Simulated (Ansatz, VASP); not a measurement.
# RbTlS in VASP and in Ansatz

```
Rb Tl S
1.0
     3.70784   -3.76105    0.00000
     3.70784    3.76105    0.00000
     0.00000    0.00000    5.47994
Rb Tl S
1 1 1
Direct
  0.00000 0.00000 0.50000
  0.50000 0.50000 0.50000
  0.50000 0.50000 0.00000
```

Alike in both runs: functional PBE; k mesh 3 × 3 × 3; occupations gaussian, width 0.15 eV; no spin polarisation.

Ansatz relaxed the structure, and its values are those at the end. VASP's run is a single point on that final structure, the one shown.

|  | VASP | Ansatz |
| --- | --- | --- |
| version | VASP 6.6.1 | Ansatz 0.2.0 |
| potentials or method | VASP PAW PBE potentials, release 64 (Rb_sv, Tl_d, S), cutoff 500 eV | scalar-relativistic, plane waves, PAW |
| valence electrons in the cell | 28 | 28 |

```csv
,VASP,Ansatz,Ansatz less VASP
gap on the k mesh at the Fermi level (eV),0.36,0.36,+0.004
least direct gap on the mesh (eV),0.47,0.47,+0.003
pressure (GPa),0.2,0.2,+0.02
```

The functional is the same, so the differences come from potentials, cutoffs and numerics.

Neither program's run includes spin-orbit coupling.
